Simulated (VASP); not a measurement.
A run of VASP 6.6.1 is set up as follows.

The input INCAR:

```
SYSTEM = Fe
PREC = Accurate
ENCUT = 520
EDIFF = 1E-8
ISMEAR = -1
SIGMA = 0.05
LREAL = .False.
LASPH = .True.
NELM = 200
ALGO = Normal
ISIF = 2
LWAVE = .False.
LCHARG = .False.
ISPIN = 2
MAGMOM = 3
LORBIT = 11
LMAXMIX = 4
GGA = PE
LEFG = .True.
NBANDS = 14
GGA_COMPAT = .False.
```

File KPOINTS:

```
regular mesh
0
Gamma
  16 16 16
  0 0 0
```

POSCAR

```
Fe
1.0
    0.0000000000      1.9999918813      1.9651051623
    1.5433929012      0.0000000000      1.9651051623
    1.5433929012      1.9999918813      0.0000000000
Fe
1
Direct
    0.0000000000      0.0000000000      0.0000000000
```

Potentials or basis: VASP PAW PBE potentials, release 64 (Fe).

Command:

```sh
$ cat potpaw_PBE.64/Fe/POTCAR > POTCAR
$ mpirun -np 1 vasp_std > vasp.out
```

Q: Estimate the net moment.

A: 2.38 μB per cell.

Q: Estimate the pressure.

A: -8.4 GPa.

Q: Predict the site moments.

A: Fe +2.39 μB.

Electric field gradients, principal values (V/Å²):
```tsv
atom	least	middle	greatest (by size)
1 Fe	-2.098	-2.437	4.535
```

Caveat: the cell differs from its parent crystal (equal xx and yy strain of +3 %); the stress differs along the axes, from -13 to -5 GPa; without QUAD_EFG the Cq values of the log hold for a quadrupole moment of 1 mb, not for the nuclei.
